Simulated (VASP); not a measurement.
Wanted: the native input for a VASP 6.6.1 run.

| Quantity | Value |
| --- | --- |
| Task | single point |
| Functional | PBE |
| Potentials or basis | VASP PAW PBE potentials, release 64 (Mg, S) |
| Cutoff | 600 eV |
| k mesh | 8 × 8 × 8 |
| Occupations | fermi-dirac, width 0.1 eV |
| Spin | no spin polarisation |
| Dipole correction | no |
| Further INCAR settings | ALGO = Normal; EDIFF = 1e-06; NBANDS = 11 |

The structure of MgS lies in POSCAR:

```
MgS
1.0
    0.0000000000      2.6016508254      2.6016508254
    2.6016508254      0.0000000000      2.6016508254
    2.6016508254      2.6016508254      0.0000000000
Mg S
1 1
Direct
    0.0000000000      0.0000000000      0.0000000000
    0.5000000000      0.5000000000      0.5000000000
```

These files were run (other wordings do the same):

INCAR

```
ALGO     = Normal         # electronic algorithm
EDIFF    = 1E-6           # SCF threshold, eV
ENCUT    = 600            # plane-wave cutoff, eV
GGA      = PE             # functional
GGA_COMPAT= False        
ISIF     = 2              # what is computed and relaxed
ISMEAR   = -1             # smearing method
LASPH    = True           # aspherical terms in the spheres
LCHARG   = False          # write CHGCAR
LREAL    = False          # projectors in reciprocal space
LWAVE    = False          # write WAVECAR
NBANDS   = 11             # bands
NELM     = 120            # most SCF steps
PREC     = Accurate       # precision mode
SIGMA    = 0.1            # smearing width, eV
```

KPOINTS

```
k-points
0
Gamma
  8 8 8
```

Potentials or basis: VASP PAW PBE potentials, release 64 (Mg, S).

Run with:

```bash
$ cat potpaw_PBE.64/Mg/POTCAR potpaw_PBE.64/S/POTCAR > POTCAR
$ mpirun -np 1 vasp_std > vasp.out
```

It gave:

The pressure is 0.9 GPa and the band gap on the k mesh is 2.78 eV, indirect (least direct gap 3.71 eV).

Wall time 13 s on 1 thread of Intel(R) Xeon(R) Platinum 8488C (Sapphire Rapids), with other jobs on the host, peak memory 0.17 GiB.
